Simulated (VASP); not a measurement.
Set up this calculation in VASP 6.6.1, as the native input.

| Quantity | Value |
| --- | --- |
| Task | single point |
| Functional | r2SCAN |
| Potentials or basis | VASP PAW PBE potentials, release 64 (Ni, O) |
| Cutoff | 520 eV |
| k mesh | 14 × 14 × 14 |
| Occupations | gaussian, width 0.05 eV |
| Spin | collinear spin, ferromagnetic start |
| Starting moments | [1.83, 0.0] μB |
| Dipole correction | no |
| Further INCAR settings | ALGO = Normal; EDIFF = 1e-06; NBANDS = 19 |

The system is NiO.

```
CELL_PARAMETERS angstrom
0.00000 2.09432 2.09432
2.09432 0.00000 2.09432
2.09432 2.09432 0.00000
ATOMIC_POSITIONS crystal
Ni 0.00000 0.00000 0.00000
O 0.50000 0.50000 0.50000
```

These files were run (other wordings do the same):

POSCAR

```
NiO
1.0
    0.0000000000      2.0943165011      2.0943165011
    2.0943165011      0.0000000000      2.0943165011
    2.0943165011      2.0943165011      0.0000000000
Ni O
1 1
Direct
    0.0000000000      0.0000000000      0.0000000000
    0.5000000000      0.5000000000      0.5000000000
```

INCAR.step1

```
ALGO = Normal
EDIFF = 1E-4
ENCUT = 520
GGA = PE
ISMEAR = 0
ISPIN = 2
LASPH = T
LCHARG = F
LMAXMIX = 4
LREAL = F
LWAVE = T
MAGMOM = 1.83 0
NBANDS = 19
NELM = 150
PREC = Accurate
SIGMA = 0.05
```

INCAR.step2

```
ALGO = Normal
EDIFF = 1E-6
ENCUT = 520
ISIF = 2
ISMEAR = 0
ISPIN = 2
ISTART = 1
LASPH = T
LCHARG = F
LMAXMIX = 4
LMIXTAU = T
LORBIT = 11
LREAL = F
LWAVE = F
MAGMOM = 1.83 0
METAGGA = R2SCAN
NBANDS = 19
NELM = 150
PREC = Accurate
SIGMA = 0.05
```

KPOINTS

```
k-points
0
Gamma
  14 14 14
```

Potentials or basis: VASP PAW PBE potentials, release 64 (Ni, O).

Command:

```console
$ cat potpaw_PBE.64/Ni/POTCAR potpaw_PBE.64/O/POTCAR > POTCAR
$ cp INCAR.step1 INCAR
$ mpirun -np 1 vasp_std > vasp.out
$ cp INCAR.step2 INCAR
$ mpirun -np 1 vasp_std > vasp.out
```

Results of the run:

The pressure is 0.1 GPa and the band gap on the k mesh is 0.74 eV (least direct gap 1.64 eV). The net moment is 2.00 μB per cell, the site moments are Ni +1.69; O +0.28 μB and the valence electrons inside the program's atomic spheres are Ni 8.91; O 5.04.

Caveat: the PAW data sets were made with another functional, which shifts forces and pressure a little; a cell with one magnetic atom can't hold antiferromagnetic order, which such compounds often take.

It took 100 s on 1 thread of Intel(R) Xeon(R) 6975P-C (Granite Rapids) (shared host), peak memory 0.19 GiB.
